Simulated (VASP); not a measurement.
# TiO2 (P3_121) in VASP: further runs, part 2 of 2

VASP 6.6.1. Earlier steps stand in the parts before.

## (3) Single point, r2SCAN (atoms displaced along a vibrational mode)

File POSCAR:

```
TiO2
1.0
    5.5619878339      0.0000000000      0.0000000000
   -2.7809939170      4.8168227597      0.0000000000
    0.0000000000      0.0000000000      6.0602250626
Ti O
3 6
Direct
    0.4657499125      0.0000000000      0.3333333333
    0.0000000000      0.4657499125      0.6666666667
    0.5342500875      0.5342500875      0.0000000000
    0.4285867416      0.2744497528      0.2112434176
    0.7255502472      0.1541369888      0.5445767510
    0.8458630112      0.5714132584      0.8779100843
    0.2744497528      0.4285867416      0.7887565824
    0.1541369888      0.7255502472      0.4554232490
    0.5714132584      0.8458630112      0.1220899157
```

File INCAR.step1:

```
SYSTEM = TiO2
ALGO     = Normal         ! electronic algorithm
EDIFF    = 1E-4           ! SCF threshold, eV
ENCUT    = 520            ! plane-wave cutoff, eV
GGA      = PE             ! functional
ISMEAR   = 0              ! smearing method
LASPH    = .TRUE.         ! aspherical terms in the spheres
LCHARG   = .FALSE.        ! write CHGCAR
LREAL    = .FALSE.        ! projectors in reciprocal space
LWAVE    = .TRUE.         ! write WAVECAR
NBANDS   = 46             ! bands
NELM     = 100            ! most SCF steps
PREC     = Accurate       ! precision mode
SIGMA    = 0.05           ! smearing width, eV
```

File INCAR.step2:

```
SYSTEM = TiO2
ALGO     = Normal         ! electronic algorithm
EDIFF    = 1E-6           ! SCF threshold, eV
ENCUT    = 520            ! plane-wave cutoff, eV
ISIF     = 2              ! what is computed and relaxed
ISMEAR   = 0              ! smearing method
ISTART   = 1            
LASPH    = .TRUE.         ! aspherical terms in the spheres
LCHARG   = .TRUE.         ! write CHGCAR
LELF     = .TRUE.         ! ELF
LMIXTAU  = .TRUE.       
LREAL    = .FALSE.        ! projectors in reciprocal space
LVHAR    = .TRUE.       
LWAVE    = .FALSE.        ! write WAVECAR
METAGGA  = R2SCAN         ! meta-GGA
NBANDS   = 46             ! bands
NELM     = 100            ! most SCF steps
PREC     = Accurate       ! precision mode
SIGMA    = 0.05           ! smearing width, eV
```

File KPOINTS:

```
k-points
0
G
  6 6 4
  0 0 0
```

Potentials or basis: VASP PAW PBE potentials, release 64 (Ti_sv, O).

On the command line:

```bash
> cat potpaw_PBE.64/Ti_sv/POTCAR potpaw_PBE.64/O/POTCAR > POTCAR
> cp INCAR.step1 INCAR
> mpirun -np 1 vasp_std > vasp.out
> cp INCAR.step2 INCAR
> mpirun -np 1 vasp_std > vasp.out
```

OUTCAR:

```text
SYSTEM = TiO2
   EDIFF = 1E-6
   ENCUT = 520
   ISIF = 2
   ISMEAR = 0
   ISTART = 1
   LASPH = .TRUE.
   LREAL = .FALSE.
   METAGGA = R2SCAN
   NELM = 100
   PREC = Accurate

 ion  position               nearest neighbor table
   1  0.466  0.000  0.333-   9 1.80   5 1.80   8 1.80   4 1.80
   2  0.000  0.466  0.667-   6 1.80   8 1.80   5 1.80   7 1.80
   3  0.534  0.534  0.000-   7 1.80   4 1.80   6 1.80   9 1.80
   4  0.429  0.274  0.211-   3 1.80   1 1.80
   5  0.726  0.154  0.545-   1 1.80   2 1.80
   6  0.846  0.571  0.878-   2 1.80   3 1.80
   7  0.274  0.429  0.789-   3 1.80   2 1.80
   8  0.154  0.726  0.455-   2 1.80   1 1.80
   9  0.571  0.846  0.122-   1 1.80   3 1.80

  LATTYP: Found a hexagonal cell.
 ALAT       =     5.5619878339
 C/A-ratio  =     1.0895789857

  Lattice vectors:

 A1 = (   5.5619878339,   0.0000000000,   0.0000000000)
 A2 = (  -2.7809939170,   4.8168227597,   0.0000000000)
 A3 = (   0.0000000000,   0.0000000000,   6.0602250626)

Analysis of symmetry for initial positions (statically):
[... 194 lines left out ...]
 Fermi energy:        -1.0448192109

 k-point     1 :       0.0000    0.0000    0.0000
  band No.  band energies     occupation
      1     -58.6603      2.00000
      2     -58.6458      2.00000
      3     -58.6458      2.00000
      4     -34.1039      2.00000
      5     -34.0539      2.00000
      6     -34.0539      2.00000
[... 1165 lines left out ...]
     45       4.8968      0.00000
     46       5.4543      0.00000

------------------------ aborting loop because EDIFF is reached ----------------------------------------

  FORCE on cell =-STRESS in cart. coord.  units (eV):
  Direction    XX          YY          ZZ          XY          YZ          ZX
  --------------------------------------------------------------------------------------
  -------------------------------------------------------------------------------------
  Total        3.6366227      3.6366227      3.5551603     -0.0000000      0.0000000      0.0000000
  in kB       35.8863575     35.8863575     35.0824825     -0.0000000      0.0000000      0.0000000
  external PRESSURE =      35.6183992 kB  Pullay stress =       0.0000000 kB

 VOLUME and BASIS-vectors are now :
 -----------------------------------------------------------------------------
  energy-cutoff  :      520.00
  volume of cell :      162.36
      direct lattice vectors                 reciprocal lattice vectors
     5.561987834  0.000000000  0.000000000     0.179791835  0.103802864  0.000000000
    -2.780993917  4.816822760  0.000000000     0.000000000  0.207605729  0.000000000
     0.000000000  0.000000000  6.060225063     0.000000000  0.000000000  0.165010373

 POSITION                                       TOTAL-FORCE (eV/Angst)
 -----------------------------------------------------------------------------------
      2.59050      0.00000      2.02008         0.024924     -0.000000     -0.000000
     -1.29525      2.24343      4.04015        -0.012462      0.021585     -0.000000
      1.48575      2.57339      0.00000        -0.012462     -0.021585      0.000000
      1.62055      1.32198      1.28018        -0.414416     -0.103015      0.150164
      3.60685      0.74245      3.30026         0.296422     -0.307387      0.150164
      3.11558      2.75240      5.32033         0.117994      0.410402      0.150164
      0.33459      2.06443      4.78004         0.117994     -0.410402     -0.150164
     -1.16044      3.49485      2.75997        -0.414416      0.103015     -0.150164
      0.82585      4.07437      0.73989         0.296422      0.307387     -0.150164
 -----------------------------------------------------------------------------------
    total drift:                                0.000002      0.000002     -0.000000

  FREE ENERGIE OF THE ION-ELECTRON SYSTEM (eV)
  ---------------------------------------------------
  free  energy   TOTEN  =      -103.3633006961 eV

  energy  without entropy=     -103.3633006961  energy(sigma->0) =     -103.36330070
```

OUTCAR.step1:

```text
SYSTEM = TiO2
   EDIFF = 1E-4
   ENCUT = 520
   GGA = PE
   ISMEAR = 0
   LASPH = .TRUE.
   LREAL = .FALSE.
   NELM = 100
[... 1423 lines left out ...]
      0.33459      2.06443      4.78004         0.158635     -0.479139     -0.191170
     -1.16044      3.49485      2.75997        -0.494264      0.102188     -0.191170
      0.82585      4.07437      0.73989         0.335629      0.376951     -0.191170
 -----------------------------------------------------------------------------------
    total drift:                                0.000003      0.000004     -0.000000

  FREE ENERGIE OF THE ION-ELECTRON SYSTEM (eV)
  ---------------------------------------------------
  free  energy   TOTEN  =       -80.2624632039 eV

  energy  without entropy=      -80.2624632039  energy(sigma->0) =      -80.26246320
```

Run time: 15 min. Hardware: 1 thread of Intel Xeon 8259CL, shared host; peak memory 0.39 GiB.

Results:

* Free energy: -103.3633 eV
* Pressure: 3.6 GPa
* Largest force: 0.453 eV/Å
* Band gap on the k mesh: 4.06 eV

Forces on the atoms (eV/Å):
```
Ti   0.025  0.000  0.000
Ti  -0.012  0.022  0.000
Ti  -0.012 -0.022  0.000
O   -0.414 -0.103  0.150
O    0.296 -0.307  0.150
O    0.118  0.410  0.150
O    0.118 -0.410 -0.150
O   -0.414  0.103 -0.150
O    0.296  0.307 -0.150
```

Stress tensor (GPa, compression positive):
```
3.59 0.00 0.00
0.00 3.59 0.00
0.00 0.00 3.51
```

Caveat: the cell differs from its parent crystal (atoms displaced along a vibrational mode); the cell stands under pressure; the PAW data sets were made with another functional, which shifts forces and pressure a little. A k mesh can miss the band edges.

## (4) Single point, r2SCAN (atoms displaced along a vibrational mode)

File POSCAR:

```
TiO2
1.0
    5.5619878339      0.0000000000      0.0000000000
   -2.7809939170      4.8168227597      0.0000000000
    0.0000000000      0.0000000000      6.0602250626
Ti O
3 6
Direct
    0.4676187174      0.0000000000      0.3333333333
    0.0000000000      0.4676187174      0.6666666667
    0.5323812826      0.5323812826      0.0000000000
    0.3851868928      0.2622457206      0.2218527291
    0.7377542794      0.1229411723      0.5551860624
    0.8770588277      0.6148131072      0.8885193958
    0.2622457206      0.3851868928      0.7781472709
    0.1229411723      0.7377542794      0.4448139376
    0.6148131072      0.8770588277      0.1114806042
```

File INCAR.step1:

```
PREC     = Accurate       # precision mode
ENCUT    = 520            # plane-wave cutoff, eV
ISMEAR   = 0              # smearing method
SIGMA    = 0.05           # smearing width, eV
LREAL    = F              # projectors in reciprocal space
LASPH    = T              # aspherical terms in the spheres
NELM     = 80             # most SCF steps
NBANDS   = 46             # bands
GGA      = PE             # functional
ALGO     = Normal         # electronic algorithm
EDIFF    = 1E-4           # SCF threshold, eV
LWAVE    = T              # write WAVECAR
LCHARG   = F              # write CHGCAR
```

File INCAR.step2:

```
PREC     = Accurate       # precision mode
ENCUT    = 520            # plane-wave cutoff, eV
EDIFF    = 1E-7           # SCF threshold, eV
ISMEAR   = 0              # smearing method
SIGMA    = 0.05           # smearing width, eV
LREAL    = F              # projectors in reciprocal space
LASPH    = T              # aspherical terms in the spheres
NELM     = 80             # most SCF steps
ALGO     = Normal         # electronic algorithm
ISIF     = 2              # what is computed and relaxed
LWAVE    = F              # write WAVECAR
LCHARG   = F              # write CHGCAR
METAGGA  = R2SCAN         # meta-GGA
LMIXTAU  = T            
NBANDS   = 46             # bands
ISTART   = 1
```

File KPOINTS:

```
regular mesh
0
Gamma
  6 6 4
```

On the command line:

```bash
> cat potpaw_PBE.64/Ti_sv/POTCAR potpaw_PBE.64/O/POTCAR > POTCAR
> cp INCAR.step1 INCAR
> mpirun -np 1 vasp_std > vasp.out
> cp INCAR.step2 INCAR
> mpirun -np 1 vasp_std > vasp.out
```

Wall time 12 min (1 thread of Intel Xeon 8259CL, shared host); peak memory 0.39 GiB.

The run converged. Its results:

| Quantity | Value |
| --- | --- |
| Free energy | -102.7064 eV |
| Pressure | -9.2 GPa |
| Largest force | 1.493 eV/Å |
| Band gap on the k mesh | 3.86 eV (least direct gap 3.93 eV) |

Forces in eV/Å, atoms in the order of the input:
```
Ti  -0.301  0.000  0.000
Ti   0.151 -0.261  0.000
Ti   0.151  0.261  0.000
O    1.364  0.430 -0.429
O   -1.054  0.966 -0.429
O   -0.309 -1.396 -0.429
O   -0.309  1.396  0.429
O    1.364 -0.430  0.429
O   -1.054 -0.966  0.429
```

Stress tensor (GPa, compression positive):
```
-9.85  0.00  0.00
 0.00 -9.85  0.00
 0.00  0.00 -7.90
```

Levels at points of the mesh, in eV from the valence-band top:
```tsv
k point	band 34	band 35	band 36	band 37	band 38	band 39
(0.00, 0.00, 0.00)	-0.39	-0.24	-0.24	3.87	4.09	4.09
(0.50, 0.00, 0.00)	-0.57	-0.26	0.00	3.93	3.99	4.37
(0.00, 0.00, 0.50)	-0.13	-0.13	-0.05	4.01	4.01	4.07
(0.50, 0.00, 0.50)	-0.47	-0.25	-0.22	4.14	4.29	4.45
```

Caveat: the cell differs from its parent crystal (atoms displaced along a vibrational mode); the cell stands under tension; the PAW data sets were made with another functional, which shifts forces and pressure a little.

## (5) Overview

| cell | gap on the mesh (eV) | pressure (GPa) | largest force (eV/Å) |
| --- | --- | --- | --- |
| as given, atomic positions A | 4.00 | -5.0 | 0.80 |
| as given, atomic positions B | 4.06 | 3.6 | 0.45 |
| as given, atomic positions C | 3.86 | -9.2 | 1.49 |

Alike in all rows: task single point; level r2SCAN; potentials or basis VASP PAW PBE potentials, release 64 (Ti_sv, O); no spin polarisation; k mesh 6 × 6 × 4; cutoff (eV) 520; smearing gaussian 0.05 eV.

Caveats: the PAW data sets were made with another functional, which shifts forces and pressure a little; the cell stands under tension (at least some runs); the cell stands under pressure (at least some runs).

Absolute energies hang on the potentials; compare differences alone.
